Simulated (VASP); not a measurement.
Write the native input for VASP 6.6.1 that does the following.

| Item | Value |
| --- | --- |
| Task | single point |
| Functional | PBE |
| Potentials or basis | VASP PAW PBE potentials, release 64 (K_sv, F) |
| Cutoff | 600 eV |
| k mesh | 5 × 5 × 3 |
| Occupations | gaussian, width 0.15 eV |
| Spin | no spin polarisation |
| Dipole correction | no |
| Further INCAR settings | ALGO = Normal; EDIFF = 1e-06; NBANDS = 15 |

The structure of KF lies in POSCAR:

```
KF
1.0
    4.6017462247      0.0000000000      0.0000000000
   -2.3008731123      3.9852291324      0.0000000000
    0.0000000000      0.0000000000      4.7251193667
K F
1 1
Direct
    0.0000000000      0.0000000000      0.0000000000
    0.0000000000      0.0000000000      0.5000000000
```

The cell was built from a structure type or drawn by symmetry, and may not be a known phase.

These files were run (other wordings do the same):

INCAR

```
PREC = Accurate
ENCUT = 600
EDIFF = 1E-6
ISMEAR = 0
SIGMA = 0.15
LREAL = F
LASPH = T
NELM = 120
ALGO = Normal
ISIF = 2
LWAVE = F
LCHARG = F
GGA = PE
NBANDS = 15
GGA_COMPAT = F
```

KPOINTS

```
Automatic mesh
0
Gamma
  5 5 3
```

Potentials or basis: VASP PAW PBE potentials, release 64 (K_sv, F).

Launch:

```console
$ cat potpaw_PBE.64/K_sv/POTCAR potpaw_PBE.64/F/POTCAR > POTCAR
$ mpirun -np 1 vasp_std > vasp.out
```

It gave:

```yaml
Pressure: 0.5 GPa
Band_gap_on_the_k_mesh: 3.11 eV (least direct gap 3.13 eV)
```

Caveat: the k points lie up to 0.44 Å⁻¹ apart; an odd mesh through Γ misses points on the zone boundary, where band edges can lie.

Wall time 8.7 s on 1 thread of Intel(R) Xeon(R) 6975P-C (Granite Rapids) (shared host), peak memory 0.23 GiB.
